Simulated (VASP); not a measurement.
# Be3SeO2 (P6/mmm) in VASP: single point with PBE

Aim: the single point of Be3SeO2 with PBE.

All numbers are computed with VASP 6.6.1; they aren't measurements. Logs are shortened: lines on timing, memory, paths and dates and some standing lists are left out, and cuts for length are marked.

**1. The cell of the first run**

It takes space group P6/mmm (No. 191, hexagonal). The conventional cell has a = 4.931 Å, b = 4.931 Å, c = 2.575 Å, α = 90.00°, β = 90.00°, γ = 120.00°. Be (site symmetry mmm) has 4 O at 1.92 Å and 4 Be at 2.47 Å within 2.5 Å. Se (site symmetry 6/mmm) has 2 Se at 2.57 Å and 12 Be at 2.78 Å and 6 O at 2.85 Å within 3.4 Å. O (site symmetry -6m2) has 6 Be at 1.92 Å within 2.5 Å.

**2. Single point, PBE, collinear spin, ferromagnetic start**

Input file INCAR:

```
  ALGO = Normal
  EDIFF = 1E-7
  ENCUT = 520
  GGA = PE
  ISIF = 2
  ISMEAR = 0
  ISPIN = 2
  LASPH = True
  LCHARG = False
  LORBIT = 11
  LREAL = False
  LWAVE = False
  MAGMOM = 0 0 0 0 1 1
  NBANDS = 25
  NELM = 150
  PREC = Accurate
  SIGMA = 0.1
```

Input file KPOINTS:

```
k-points
0
Gamma
  6 6 6
```

Input file POSCAR:

```
Be3SeO2
1.0
    4.9314765154      0.0000000000      0.0000000000
   -2.4657382577      4.2707839405      0.0000000000
    0.0000000000      0.0000000000      2.5745527157
Be Se O
3 1 2
Direct
    0.5000000000      0.0000000000      0.5000000000
    0.5000000000      0.5000000000      0.5000000000
    0.0000000000      0.5000000000      0.5000000000
    0.0000000000      0.0000000000      0.0000000000
    0.3333333333      0.6666666667      0.0000000000
    0.6666666667      0.3333333333      0.0000000000
```

Potentials or basis: VASP PAW PBE potentials, release 64 (Be, Se, O).

Run with:

```
cat potpaw_PBE.64/Be/POTCAR potpaw_PBE.64/Se/POTCAR potpaw_PBE.64/O/POTCAR > POTCAR
mpirun -np 1 vasp_std > vasp.out
```

OUTCAR:

```text
EDIFF = 1E-7
   ENCUT = 520
   GGA = PE
   ISIF = 2
   ISMEAR = 0
   ISPIN = 2
   LASPH = True
   LORBIT = 11
   LREAL = False
   NELM = 150
   PREC = Accurate

 ion  position               nearest neighbor table
   1  0.500  0.000  0.500-   5 1.92   6 1.92   5 1.92   6 1.92
   2  0.500  0.500  0.500-   5 1.92   6 1.92   5 1.92   6 1.92
   3  0.000  0.500  0.500-   5 1.92   6 1.92   5 1.92   6 1.92
   4  0.000  0.000  0.000-
   5  0.333  0.667  0.000-   1 1.92   1 1.92   3 1.92   3 1.92   2 1.92   2 1.92
   6  0.667  0.333  0.000-   1 1.92   1 1.92   3 1.92   3 1.92   2 1.92   2 1.92

  LATTYP: Found a hexagonal cell.
 ALAT       =     4.9314765154
 C/A-ratio  =     0.5220652897

  Lattice vectors:

 A1 = (   4.9314765154,   0.0000000000,   0.0000000000)
 A2 = (  -2.4657382577,   4.2707839405,   0.0000000000)
 A3 = (   0.0000000000,   0.0000000000,   2.5745527157)

Analysis of symmetry for initial positions (statically):
=====================================================================
 Subroutine PRICEL returns:
 Original cell was already a primitive cell.

 Routine SETGRP: Setting up the symmetry group for a
 hexagonal supercell.

 Subroutine GETGRP returns: Found 24 space group operations
 (whereof 24 operations were pure point group operations)
 out of a pool of 24 trial point group operations.

The static configuration has the point symmetry D_6h.

Analysis of symmetry for dynamics (positions and initial velocities):
=====================================================================
 Subroutine PRICEL returns:
 Original cell was already a primitive cell.

 Routine SETGRP: Setting up the symmetry group for a
 hexagonal supercell.

 Subroutine GETGRP returns: Found 24 space group operations
 (whereof 24 operations were pure point group operations)
 out of a pool of 24 trial point group operations.

The dynamic configuration has the point symmetry D_6h.

Analysis of structural, dynamic, and magnetic symmetry:
=====================================================================
 Subroutine PRICEL returns:
 Original cell was already a primitive cell.

 Routine SETGRP: Setting up the symmetry group for a
 hexagonal supercell.

 Subroutine GETGRP returns: Found 24 space group operations
 (whereof 24 operations were pure point group operations)
 out of a pool of 24 trial point group operations.

The overall configuration has the point symmetry D_6h.

 Subroutine INISYM returns: Found 24 space group operations
 (whereof 24 operations are pure point group operations),
 and found     1 'primitive' translations

----------------------------------------------------------------------------------------

                                     Primitive cell

  volume of cell :      54.2234

  direct lattice vectors                    reciprocal lattice vectors
     4.931476515  0.000000000  0.000000000     0.202779025  0.117074525  0.000000000
    -2.465738258  4.270783941  0.000000000     0.000000000  0.234149049  0.000000000
     0.000000000  0.000000000  2.574552716     0.000000000  0.000000000  0.388416984

  length of vectors
     4.931476515  4.931476515  2.574552716     0.234149049  0.234149049  0.388416984

  position of ions in fractional coordinates (direct lattice)
     0.500000000  0.000000000  0.500000000
     0.500000000  0.500000000  0.500000000
     0.000000000  0.500000000  0.500000000
     0.000000000  0.000000000  0.000000000
     0.333333333  0.666666667  0.000000000
     0.666666667  0.333333333  0.000000000

  ion indices of the primitive-cell ions
   primitive index   ion index
                 1           1
                 2           2
                 3           3
                 4           4
                 5           5
                 6           6

----------------------------------------------------------------------------------------

 KPOINTS: k-points

Automatic generation of k-mesh.
 Grid dimensions read from file:
 generate k-points for:    6    6    6

 Generating k-lattice:

  Cartesian coordinates                     Fractional coordinates (reciprocal lattice)
[... 41 lines left out ...]
 [... further k-points ...]
   k-points           NKPTS =     28   k-points in BZ     NKDIM =     28   number of bands    NBANDS=     25
   number of dos      NEDOS =    301   number of ions     NIONS =      6
   total plane-waves  NPLWV =  32000
   dimension x,y,z NGX =    40 NGY =   40 NGZ =   20
   dimension x,y,z NGXF=    80 NGYF=   80 NGZF=   40
   ions per type =               3   1   2
   NGX,Y,Z   is equivalent  to a cutoff of  13.48, 13.48, 12.91 a.u.
   NGXF,Y,Z  is equivalent  to a cutoff of  26.97, 26.97, 25.83 a.u.
 SYSTEM =  unknown system
   PREC   = accura    normal or accurate (medium, high low for compatibility)
   ISTART =      0    job   : 0-new  1-cont  2-samecut
   ICHARG =      2    charge: 1-file 2-atom 10-const
   ISPIN  =      2    spin polarized calculation?
   LNONCOLLINEAR =      F non collinear calculations
   LSORBIT =      F    spin-orbit coupling
   LASPH  =      T    aspherical Exc in radial PAW
   ENCUT  =  520.0 eV  38.22 Ry    6.18 a.u.   9.17  9.17  4.79*2*pi/ulx,y,z
   NELM   =    150;   NELMIN=  2; NELMDL= -5     # of ELM steps
   EDIFF  = 0.1E-06   stopping-criterion for ELM
   LREAL  =      F    real-space projection
   EDIFFG = 0.1E-05   stopping-criterion for IOM
   NSW    =      0    number of steps for IOM
   IBRION =     -1    ionic relax: 0-MD 1-quasi-New 2-CG
   NFREE  =      0    steps in history (QN), initial steepest desc. (CG)
   ISIF   =      2    stress and relaxation
   ISYM   =      2    0-nonsym 1-usesym 2-fastsym
   POTIM  = 0.5000    time-step for ionic-motion
   TEBEG  =    0.0;   TEEND  =   0.0 temperature during run
   PSTRESS=    0.0 pullay stress
   NELECT =      24.0000    total number of electrons
   NUPDOWN=      -1.0000    fix difference up-down
   EMIN   =  10.00;   EMAX   =-10.00  energy-range for DOS
   EFERMI =   0.00;   METHOD = LEGACY
   ISMEAR =     0;   SIGMA  =   0.10  broadening in eV -4-tet -1-fermi 0-gaus
   EFERMI_NEDOS =   21; number of points for ismear=-14 and -15
   IALGO  =     38    algorithm
   IMIX   =      4    mixing-type and parameters
     AMIX     =   0.40;   BMIX     =  1.00
     AMIX_MAG =   1.60;   BMIX_MAG =  1.00
  volume/ion in A,a.u.               =       9.04        60.99
  Fermi-wavevector in a.u.,A,eV,Ry     =   1.247622  2.357664 21.178303  1.556561
  Thomas-Fermi vector in A             =   2.381746
   LORBIT       =     11    0 simple, 1 ext, 2 COOP (PROOUT), +10 PAW based schemes
   GGA     = PE    functional components
   LHFCALC =     F    Hartree Fock is set to
   AEXX    =    0.0000 exact exchange contribution
   IVDW    =     0    specifies the selected vdW correction
   LEPSILON=     F    determine dielectric tensor
   LRPA    =     F    only Hartree local field effects (RPA)
 spin polarized calculation
 Gauss-broadening in eV      SIGMA  =   0.10
  energy-cutoff  :      520.00
  volume of cell :       54.22
 maximum number of plane-waves:      1484
 NGX is ok and might be reduce to    40
   NGX = 19   NGY = 19   NGZ =  9

 number of electron      24.0000005 magnetization       0.0001885

 number of electron      24.0000005 magnetization      -0.0000350

 Free energy of the ion-electron system (eV)
  ---------------------------------------------------
  ext. energy  EPLUGINS =         0.00000000
  ---------------------------------------------------
  free energy    TOTEN  =       -29.68155174 eV

  energy without entropy =      -29.67631990  energy(sigma->0) =      -29.67893582

 E-fermi :   8.5394     XC(G=0): -11.2493

 val. band max:        8.4913080825   @ k =   0.1667   0.1667   0.5000
 cond. band min:       8.5447518812   @ k =   0.3333   0.3333   0.5000
 fundamental gap:      0.0534437987
 Fermi energy:         8.5394061980

 spin component 1

 k-point     1 :       0.0000    0.0000    0.0000
  band No.  band energies     occupation
      1     -13.9496      1.00000
      2     -13.0738      1.00000
      3      -6.8992      1.00000
      4      -0.4575      1.00000
      5      -0.4575      1.00000
      6      -0.3090      1.00000
[... 637 lines left out ...]
     23      18.5419      0.00000
     24      18.5681      0.00000

 [... further k-points ...]

 spin component 2

 k-point     1 :       0.0000    0.0000    0.0000
  band No.  band energies     occupation
      1     -13.9496      1.00000
      2     -13.0738      1.00000
      3      -6.8991      1.00000
      4      -0.4576      1.00000
      5      -0.4576      1.00000
      6      -0.3090      1.00000
[... 637 lines left out ...]
     23      18.5419      0.00000
     24      18.5680      0.00000

 [... further k-points ...]

 [bands above 24 left out]

------------------------ aborting loop because EDIFF is reached ----------------------------------------

  FORCE on cell =-STRESS in cart. coord.  units (eV):
  Direction    XX          YY          ZZ          XY          YZ          ZX
  --------------------------------------------------------------------------------------
  -------------------------------------------------------------------------------------
  Total        0.0793974      0.0793974      0.0287757      0.0000000      0.0000000      0.0000000
  in kB        2.3460124      2.3460124      0.8502566      0.0000000      0.0000000      0.0000000
  external PRESSURE =       1.8474271 kB  Pullay stress =       0.0000000 kB

 VOLUME and BASIS-vectors are now :
 -----------------------------------------------------------------------------
  energy-cutoff  :      520.00
  volume of cell :       54.22
      direct lattice vectors                 reciprocal lattice vectors
     4.931476515  0.000000000  0.000000000     0.202779025  0.117074525  0.000000000
    -2.465738258  4.270783941  0.000000000     0.000000000  0.234149049  0.000000000
     0.000000000  0.000000000  2.574552716     0.000000000  0.000000000  0.388416984

 POSITION                                       TOTAL-FORCE (eV/Angst)
 -----------------------------------------------------------------------------------
      2.46574      0.00000      1.28728        -0.000000      0.000000      0.000000
      1.23287      2.13539      1.28728        -0.000000      0.000000      0.000000
     -1.23287      2.13539      1.28728        -0.000000      0.000000      0.000000
      0.00000      0.00000      0.00000        -0.000000      0.000000      0.000000
     -0.00000      2.84719      0.00000         0.000000      0.000000      0.000000
      2.46574      1.42359      0.00000         0.000000     -0.000000      0.000000
 -----------------------------------------------------------------------------------
    total drift:                                0.000000     -0.000000      0.000000

  FREE ENERGIE OF THE ION-ELECTRON SYSTEM (eV)
  ---------------------------------------------------
  free  energy   TOTEN  =       -29.6815517369 eV

  energy  without entropy=      -29.6763198958  energy(sigma->0) =      -29.67893582

 total charge

# of ion       s       p       d       tot
------------------------------------------
    1        0.293   0.491   0.000   0.783
    2        0.293   0.491   0.000   0.783
    3        0.293   0.491   0.000   0.783
    4        1.527   2.313   0.095   3.935
    5        1.561   3.484   0.000   5.045
    6        1.561   3.484   0.000   5.045
--------------------------------------------------
tot          5.527  10.753   0.095  16.375

 magnetization (x)

# of ion       s       p       d       tot
------------------------------------------
    1       -0.000  -0.000   0.000  -0.000
    2       -0.000  -0.000   0.000  -0.000
    3       -0.000  -0.000   0.000  -0.000
    4        0.000   0.000  -0.000   0.000
    5        0.000   0.000   0.000   0.000
    6        0.000   0.000   0.000   0.000
--------------------------------------------------
tot         -0.000   0.000  -0.000   0.000
```

Run time: 72 s. Hardware: 1 thread of Intel Xeon Platinum 8259CL at 2.50GHz (Skylake/Cascade Lake), shared host; peak memory 0.23 GiB.

What came out:

| Property | Result |
| --- | --- |
| Free energy | -29.6816 eV |
| Pressure | 0.2 GPa |
| Band gap on the k mesh | zero (filled and empty bands overlap) |
| Net moment | 0.00 μB per cell |
| Valence electrons inside the program's atomic spheres | Be 0.78; Se 3.94; O 5.04 |

Stress tensor (GPa, compression positive):
```
0.23 0.00 0.00
0.00 0.23 0.00
0.00 0.00 0.09
```

Levels at points of the mesh, in eV from the Fermi level:
Spin up:
```tsv
k point	band 8	band 9	band 10	band 11	band 12	band 13	band 14	band 15	band 16	band 17
(0.00, 0.00, 0.00)	-5.71	-4.77	-3.62	-3.62	0.30	3.25	4.22	4.99	4.99	6.96
(0.50, 0.00, 0.00)	-5.40	-5.10	-4.67	-3.80	0.61	2.62	2.92	3.85	4.12	5.50
(0.00, 0.00, 0.50)	-6.89	-6.10	-6.10	-1.06	-1.06	-1.02	-1.02	2.84	2.84	4.00
(0.50, 0.00, 0.50)	-6.80	-6.51	-5.27	-1.67	-1.12	-0.92	1.55	2.31	3.56	4.96
```
Spin down:
| k point | band 9 | band 10 | band 11 | band 12 | band 13 | band 14 | band 15 | band 16 |
| --- | --- | --- | --- | --- | --- | --- | --- | --- |
| (0.00, 0.00, 0.00) | -4.77 | -3.62 | -3.62 | 0.30 | 3.25 | 4.22 | 4.99 | 4.99 |
| (0.50, 0.00, 0.00) | -5.10 | -4.67 | -3.80 | 0.61 | 2.62 | 2.92 | 3.85 | 4.12 |
| (0.00, 0.00, 0.50) | -6.10 | -6.10 | -1.06 | -1.06 | -1.02 | -1.02 | 2.84 | 2.84 |
| (0.50, 0.00, 0.50) | -6.51 | -5.27 | -1.67 | -1.12 | -0.92 | 1.55 | 2.31 | 3.56 |

Caveat: the k points lie up to 0.41 Å⁻¹ apart.
